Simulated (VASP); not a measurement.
# ZnS (rocksalt type) (Fm-3m) in VASP: a series of runs

ZnS (rocksalt type) is run at these levels: PBEsol; tasks: single point.

Everything below comes from runs of VASP 6.6.1. Logs are shortened: lines on timing, memory, paths and dates and some standing lists are left out, and cuts for length are marked.

### Step 1. The cell of the first run

The structure is cubic, space group Fm-3m (No. 225). Conventional cell: a = 5.018 Å, b = 5.018 Å, c = 5.018 Å, α = 90.00°, β = 90.00°, γ = 90.00°. Within 3.3 Å of Zn (site symmetry m-3m) lie 6 S at 2.51 Å. S (site symmetry m-3m) has 6 Zn at 2.51 Å within 3.3 Å.

### Step 2. Single point, PBEsol

INCAR

```
SYSTEM = ZnS
ALGO = Normal
EDIFF = 1E-6
ENCUT = 500
GGA = PS
GGA_COMPAT = .False.
ISIF = 2
ISMEAR = -1
LASPH = .True.
LCHARG = .False.
LREAL = .False.
LWAVE = .False.
NBANDS = 16
NELM = 120
PREC = Accurate
SIGMA = 0.05
```

KPOINTS

```
k-points
0
Gamma
  16 16 16
  0 0 0
```

POSCAR

```
ZnS
1.0
    0.0000000000      2.5090274482      2.5090274482
    2.5090274482      0.0000000000      2.5090274482
    2.5090274482      2.5090274482      0.0000000000
Zn S
1 1
Direct
    0.0000000000      0.0000000000      0.0000000000
    0.5000000000      0.5000000000      0.5000000000
```

Potentials or basis: VASP PAW PBE potentials, release 64 (Zn, S).

On the command line:

```console
$ cat potpaw_PBE.64/Zn/POTCAR potpaw_PBE.64/S/POTCAR > POTCAR
$ mpirun -np 1 vasp_std > vasp.out
```

OUTCAR:

```text
SYSTEM = ZnS
   EDIFF = 1E-6
   ENCUT = 500
   GGA = PS
   ISIF = 2
   ISMEAR = -1
   LASPH = .True.
   LREAL = .False.
   NELM = 120
   PREC = Accurate

 ion  position               nearest neighbor table
   1  0.000  0.000  0.000-   2 2.51   2 2.51   2 2.51   2 2.51   2 2.51   2 2.51
   2  0.500  0.500  0.500-   1 2.51   1 2.51   1 2.51   1 2.51   1 2.51   1 2.51

  LATTYP: Found a face centered cubic cell.
 ALAT       =     5.0180548964

  Lattice vectors:

 A1 = (   0.0000000000,   2.5090274482,   2.5090274482)
 A2 = (   2.5090274482,   0.0000000000,   2.5090274482)
 A3 = (   2.5090274482,   2.5090274482,   0.0000000000)

Analysis of symmetry for initial positions (statically):
=====================================================================
 Subroutine PRICEL returns:
 Original cell was already a primitive cell.

 Routine SETGRP: Setting up the symmetry group for a
 face centered cubic supercell.

 Subroutine GETGRP returns: Found 48 space group operations
 (whereof 48 operations were pure point group operations)
 out of a pool of 48 trial point group operations.

The static configuration has the point symmetry O_h .

Analysis of symmetry for dynamics (positions and initial velocities):
=====================================================================
 Subroutine PRICEL returns:
 Original cell was already a primitive cell.

 Routine SETGRP: Setting up the symmetry group for a
 face centered cubic supercell.

 Subroutine GETGRP returns: Found 48 space group operations
 (whereof 48 operations were pure point group operations)
 out of a pool of 48 trial point group operations.

The dynamic configuration has the point symmetry O_h .

 Subroutine INISYM returns: Found 48 space group operations
 (whereof 48 operations are pure point group operations),
 and found     1 'primitive' translations

----------------------------------------------------------------------------------------

                                     Primitive cell

  volume of cell :      31.5898

  direct lattice vectors                    reciprocal lattice vectors
     0.000000000  2.509027448  2.509027448    -0.199280403  0.199280403  0.199280403
     2.509027448  0.000000000  2.509027448     0.199280403 -0.199280403  0.199280403
     2.509027448  2.509027448  0.000000000     0.199280403  0.199280403 -0.199280403

  length of vectors
     3.548300646  3.548300646  3.548300646     0.345163782  0.345163782  0.345163782

  position of ions in fractional coordinates (direct lattice)
     0.000000000  0.000000000  0.000000000
     0.500000000  0.500000000  0.500000000

  ion indices of the primitive-cell ions
   primitive index   ion index
                 1           1
                 2           2

----------------------------------------------------------------------------------------

 KPOINTS: k-points

Automatic generation of k-mesh.
 Grid dimensions read from file:
 generate k-points for:   16   16   16

 Generating k-lattice:

  Cartesian coordinates                     Fractional coordinates (reciprocal lattice)
    -0.012455025  0.012455025  0.012455025     0.062500000  0.000000000  0.000000000
     0.012455025 -0.012455025  0.012455025     0.000000000  0.062500000  0.000000000
     0.012455025  0.012455025 -0.012455025     0.000000000  0.000000000  0.062500000

  Length of vectors
     0.021572736  0.021572736  0.021572736

  Shift w.r.t. Gamma in fractional coordinates (k-lattice)
     0.000000000  0.000000000  0.000000000

 Subroutine IBZKPT returns following result:
 ===========================================

 Found    145 irreducible k-points:

 Following reciprocal coordinates:
            Coordinates               Weight
  0.000000  0.000000  0.000000      1.000000
  0.062500  0.000000  0.000000      8.000000
  0.125000  0.000000  0.000000      8.000000
  0.187500  0.000000  0.000000      8.000000
  0.250000  0.000000  0.000000      8.000000
  0.312500  0.000000  0.000000      8.000000
[... 16 lines left out ...]
 -0.125000  0.062500  0.000000     24.000000
 -0.062500  0.062500  0.000000     12.000000
 [... further k-points ...]
   k-points           NKPTS =    145   k-points in BZ     NKDIM =    145   number of bands    NBANDS=     16
   number of dos      NEDOS =    301   number of ions     NIONS =      2
   total plane-waves  NPLWV =  21952
   dimension x,y,z NGX =    28 NGY =   28 NGZ =   28
   dimension x,y,z NGXF=    56 NGYF=   56 NGZF=   56
   ions per type =               1   1
   NGX,Y,Z   is equivalent  to a cutoff of  13.12, 13.12, 13.12 a.u.
   NGXF,Y,Z  is equivalent  to a cutoff of  26.24, 26.24, 26.24 a.u.
 SYSTEM =  ZnS
   PREC   = accura    normal or accurate (medium, high low for compatibility)
   ISTART =      0    job   : 0-new  1-cont  2-samecut
   ICHARG =      2    charge: 1-file 2-atom 10-const
   ISPIN  =      1    spin polarized calculation?
   LNONCOLLINEAR =      F non collinear calculations
   LSORBIT =      F    spin-orbit coupling
   LASPH  =      T    aspherical Exc in radial PAW
   ENCUT  =  500.0 eV  36.75 Ry    6.06 a.u.   6.47  6.47  6.47*2*pi/ulx,y,z
   NELM   =    120;   NELMIN=  2; NELMDL= -5     # of ELM steps
   EDIFF  = 0.1E-05   stopping-criterion for ELM
   LREAL  =      F    real-space projection
   EDIFFG = 0.1E-04   stopping-criterion for IOM
   NSW    =      0    number of steps for IOM
   IBRION =     -1    ionic relax: 0-MD 1-quasi-New 2-CG
   NFREE  =      0    steps in history (QN), initial steepest desc. (CG)
   ISIF   =      2    stress and relaxation
   ISYM   =      2    0-nonsym 1-usesym 2-fastsym
   POTIM  = 0.5000    time-step for ionic-motion
   TEBEG  =    0.0;   TEEND  =   0.0 temperature during run
   PSTRESS=    0.0 pullay stress
   NELECT =      18.0000    total number of electrons
   NUPDOWN=      -1.0000    fix difference up-down
   EMIN   =  10.00;   EMAX   =-10.00  energy-range for DOS
   EFERMI =   0.00;   METHOD = LEGACY
   ISMEAR =    -1;   SIGMA  =   0.05  broadening in eV -4-tet -1-fermi 0-gaus
   EFERMI_NEDOS =   21; number of points for ismear=-14 and -15
   IALGO  =     38    algorithm
   IMIX   =      4    mixing-type and parameters
     AMIX     =   0.40;   BMIX     =  1.00
     AMIX_MAG =   1.60;   BMIX_MAG =  1.00
  volume/ion in A,a.u.               =      15.79       106.59
  Fermi-wavevector in a.u.,A,eV,Ry     =   1.357220  2.564774 25.062560  1.842046
  Thomas-Fermi vector in A             =   2.484157
   LORBIT       =      0    0 simple, 1 ext, 2 COOP (PROOUT), +10 PAW based schemes
   GGA     = PS    functional components
   LHFCALC =     F    Hartree Fock is set to
   AEXX    =    0.0000 exact exchange contribution
   IVDW    =     0    specifies the selected vdW correction
   LEPSILON=     F    determine dielectric tensor
   LRPA    =     F    only Hartree local field effects (RPA)
 non-spin polarized calculation
  energy-cutoff  :      500.00
  volume of cell :       31.59
 maximum number of plane-waves:       821
 NGX is ok and might be reduce to    28
   NGX = 13   NGY = 13   NGZ = 13

 number of electron      18.0000015 magnetization

 Free energy of the ion-electron system (eV)
  ---------------------------------------------------
  ext. energy  EPLUGINS =         0.00000000
  ---------------------------------------------------
  free energy    TOTEN  =        -7.04826673 eV

  energy without entropy =       -7.04572319  energy(sigma->0) =       -7.04699496

 E-fermi :   4.3015     XC(G=0): -11.2154

 val. band max:        4.2781194373   @ k =  -0.1875   0.1875   0.0000
 cond. band min:       4.4290314168   @ k =  -0.4375   0.5000   0.0625
 fundamental gap:      0.1509119795
 Fermi energy:         4.3015193891

 k-point     1 :       0.0000    0.0000    0.0000
  band No.  band energies     occupation
      1      -9.9455      2.00000
      2      -2.1429      2.00000
      3      -2.1429      2.00000
      4      -2.1285      2.00000
      5      -2.1285      2.00000
      6      -2.1285      2.00000
[... 8 lines left out ...]
     15      15.9823      0.00000
     16      15.9823      0.00000

 k-point     2 :       0.0625    0.0000    0.0000
  band No.  band energies     occupation
      1      -9.8960      2.00000
      2      -2.1568      2.00000
      3      -2.1568      2.00000
      4      -2.1354      2.00000
      5      -2.1227      2.00000
      6      -2.1227      2.00000
[... 8 lines left out ...]
     15      15.0011      0.00000
     16      15.9382      0.00000

 k-point     3 :       0.1250    0.0000    0.0000
  band No.  band energies     occupation
      1      -9.7498      2.00000
      2      -2.1993      2.00000
      3      -2.1993      2.00000
      4      -2.1589      2.00000
      5      -2.1030      2.00000
      6      -2.1030      2.00000
[... 8 lines left out ...]
     15      14.3827      0.00000
     16      15.7182      0.00000

 k-point     4 :       0.1875    0.0000    0.0000
  band No.  band energies     occupation
      1      -9.5143      2.00000
      2      -2.2622      2.00000
      3      -2.2622      2.00000
      4      -2.2087      2.00000
      5      -2.0727      2.00000
      6      -2.0727      2.00000
[... 8 lines left out ...]
     15      14.6278      0.00000
     16      15.4996      0.00000

 k-point     5 :       0.2500    0.0000    0.0000
  band No.  band energies     occupation
      1      -9.2043      2.00000
      2      -2.3347      2.00000
      3      -2.3347      2.00000
      4      -2.3081      2.00000
      5      -2.0366      2.00000
      6      -2.0366      2.00000
[... 8 lines left out ...]
     15      15.2733      0.00000
     16      15.4724      0.00000

 k-point     6 :       0.3125    0.0000    0.0000
  band No.  band energies     occupation
      1      -8.8468      2.00000
      2      -2.4999      2.00000
      3      -2.4054      2.00000
      4      -2.4054      2.00000
      5      -2.0001      2.00000
      6      -2.0001      2.00000
[... 8 lines left out ...]
     15      16.1242      0.00000
     16      16.1242      0.00000

 k-point     7 :       0.3750    0.0000    0.0000
  band No.  band energies     occupation
      1      -8.4889      2.00000
      2      -2.8063      2.00000
      3      -2.4640      2.00000
      4      -2.4640      2.00000
      5      -1.9688      2.00000
      6      -1.9688      2.00000
[... 8 lines left out ...]
     15      17.0955      0.00000
     16      17.0955      0.00000

 k-point     8 :       0.4375    0.0000    0.0000
  band No.  band energies     occupation
      1      -8.2074      2.00000
      2      -3.1216      2.00000
      3      -2.5024      2.00000
      4      -2.5024      2.00000
      5      -1.9478      2.00000
      6      -1.9478      2.00000
[... 8 lines left out ...]
     15      18.0348      0.00000
     16      18.0348      0.00000

 k-point     9 :       0.5000    0.0000    0.0000
  band No.  band energies     occupation
      1      -8.0973      2.00000
      2      -3.2567      2.00000
      3      -2.5158      2.00000
      4      -2.5158      2.00000
      5      -1.9403      2.00000
      6      -1.9403      2.00000
[... 8 lines left out ...]
     15      18.5028      0.00000
     16      18.5028      0.00000
[... 172 lines left out ...]
 k-point    19 :      -0.3750    0.0625    0.0000
  band No.  band energies     occupation
      1      -8.3586      2.00000
      2      -2.9052      2.00000
      3      -2.4883      2.00000
      4      -2.4440      2.00000
      5      -1.9687      2.00000
      6      -1.9507      2.00000
[... 8 lines left out ...]
     15      16.8800      0.00000
     16      18.4694      0.00000

 k-point    20 :      -0.3125    0.0625    0.0000
  band No.  band energies     occupation
      1      -8.6947      2.00000
      2      -2.6130      2.00000
      3      -2.4454      2.00000
      4      -2.3745      2.00000
      5      -1.9999      2.00000
      6      -1.9745      2.00000
[... 8 lines left out ...]
     15      15.9280      0.00000
     16      17.5125      0.00000

 k-point    21 :      -0.2500    0.0625    0.0000
  band No.  band energies     occupation
      1      -9.0535      2.00000
      2      -2.4133      2.00000
      3      -2.3852      2.00000
      4      -2.2891      2.00000
      5      -2.0358      2.00000
      6      -2.0074      2.00000
[... 8 lines left out ...]
     15      15.7121      0.00000
     16      16.5837      0.00000

 k-point    22 :      -0.1875    0.0625    0.0000
  band No.  band energies     occupation
      1      -9.3791      2.00000
      2      -2.3159      2.00000
      3      -2.2966      2.00000
      4      -2.2150      2.00000
      5      -2.0708      2.00000
      6      -2.0442      2.00000
[... 8 lines left out ...]
     15      15.6482      0.00000
     16      15.9891      0.00000

 k-point    23 :      -0.1250    0.0625    0.0000
  band No.  band energies     occupation
      1      -9.6389      2.00000
      2      -2.2480      2.00000
      3      -2.2188      2.00000
      4      -2.1687      2.00000
      5      -2.0994      2.00000
      6      -2.0795      2.00000
[... 8 lines left out ...]
     15      15.2044      0.00000
     16      16.2045      0.00000

 k-point    24 :      -0.0625    0.0625    0.0000
  band No.  band energies     occupation
      1      -9.8144      2.00000
      2      -2.1924      2.00000
      3      -2.1707      2.00000
      4      -2.1446      2.00000
      5      -2.1170      2.00000
      6      -2.1078      2.00000
[... 8 lines left out ...]
     15      15.0749      0.00000
     16      16.3193      0.00000

 [... further k-points ...]

------------------------ aborting loop because EDIFF is reached ----------------------------------------

  FORCE on cell =-STRESS in cart. coord.  units (eV):
  Direction    XX          YY          ZZ          XY          YZ          ZX
  --------------------------------------------------------------------------------------
  -------------------------------------------------------------------------------------
  Total        0.0537947      0.0537947      0.0537947      0.0000000      0.0000000     -0.0000000
  in kB        2.7283716      2.7283716      2.7283716      0.0000000      0.0000000     -0.0000000
  external PRESSURE =       2.7283716 kB  Pullay stress =       0.0000000 kB

 VOLUME and BASIS-vectors are now :
 -----------------------------------------------------------------------------
  energy-cutoff  :      500.00
  volume of cell :       31.59
      direct lattice vectors                 reciprocal lattice vectors
     0.000000000  2.509027448  2.509027448    -0.199280403  0.199280403  0.199280403
     2.509027448  0.000000000  2.509027448     0.199280403 -0.199280403  0.199280403
     2.509027448  2.509027448  0.000000000     0.199280403  0.199280403 -0.199280403

 POSITION                                       TOTAL-FORCE (eV/Angst)
 -----------------------------------------------------------------------------------
      0.00000      0.00000      0.00000         0.000000     -0.000000      0.000000
      2.50903      2.50903      2.50903         0.000000      0.000000     -0.000000
 -----------------------------------------------------------------------------------
    total drift:                               -0.000000      0.000000      0.000000

  FREE ENERGIE OF THE ION-ELECTRON SYSTEM (eV)
  ---------------------------------------------------
  free  energy   TOTEN  =        -7.0482667298 eV

  energy  without entropy=       -7.0457231891  energy(sigma->0) =       -7.04699496
```

It took 84 s on 1 thread of Intel Xeon Platinum 8375C at 2.90GHz (Ice Lake), shared host; peak memory 0.2 GiB.

What came out:

- Free energy: -7.0483 eV
- Pressure: 0.3 GPa
- Band gap on the k mesh: zero (bands 9 and 10 overlap by 0.42 eV)

Levels at points of the mesh, in eV from the Fermi level:
| k point | band 5 | band 6 | band 7 | band 8 | band 9 | band 10 | band 11 | band 12 | band 13 | band 14 |
| --- | --- | --- | --- | --- | --- | --- | --- | --- | --- | --- |
| (0.00, 0.00, 0.00) | -6.43 | -6.43 | -0.70 | -0.70 | -0.70 | 2.00 | 8.92 | 8.92 | 8.92 | 11.68 |
| (0.50, 0.00, 0.00) | -6.24 | -6.24 | -5.54 | -0.13 | -0.13 | 3.68 | 5.40 | 5.40 | 7.72 | 13.37 |
| (0.50, 0.50, 0.00) | -6.19 | -5.71 | -5.65 | -2.77 | -2.77 | -0.44 | 5.14 | 12.05 | 12.57 | 12.57 |

Caveat: semilocal functionals underestimate gaps, so a narrow gap can read as zero; the PAW data sets were made with another functional, which shifts forces and pressure a little.

### Step 3. Single point, PBEsol (15.79 Å³/atom)

INCAR

```
  PREC = Accurate
  ENCUT = 500
  EDIFF = 1E-6
  ISMEAR = -1
  SIGMA = 0.05
  LREAL = False
  LASPH = True
  NELM = 120
  ALGO = Normal
  ISIF = 2
  LWAVE = False
  LCHARG = True
  GGA = PS
  LELF = True
  LVHAR = True
  NBANDS = 16
  GGA_COMPAT = False
```

KPOINTS

```
regular mesh
0
Gamma
  16 16 16
```

POSCAR is that of step 2.

Potentials or basis: VASP PAW PBE potentials, release 64 (Zn, S).

On the command line:

```console
$ cat potpaw_PBE.64/Zn/POTCAR potpaw_PBE.64/S/POTCAR > POTCAR
$ mpirun -np 1 vasp_std > vasp.out
```

It took 1.7 min on 1 thread of Intel Xeon Platinum 8375C at 2.90GHz (Ice Lake), shared host; peak memory 0.2 GiB.

Results (log left out):

```yaml
Free_energy: -7.0483 eV
Pressure: 0.3 GPa
Band_gap_on_the_k_mesh: zero (bands 9 and 10 overlap by 0.42 eV)
```

Levels at points of the mesh, in eV from the Fermi level:
```csv
k point,band 6,band 7,band 8,band 9,band 10,band 11,band 12,band 13
"(0.00, 0.00, 0.00)",-6.43,-0.70,-0.70,-0.70,2.00,8.92,8.92,8.92
"(0.50, 0.00, 0.00)",-6.24,-5.54,-0.13,-0.13,3.68,5.40,5.40,7.72
"(0.50, 0.50, 0.00)",-5.71,-5.65,-2.77,-2.77,-0.44,5.14,12.05,12.57
```

Caveat: semilocal functionals underestimate gaps, so a narrow gap can read as zero; the PAW data sets were made with another functional, which shifts forces and pressure a little.
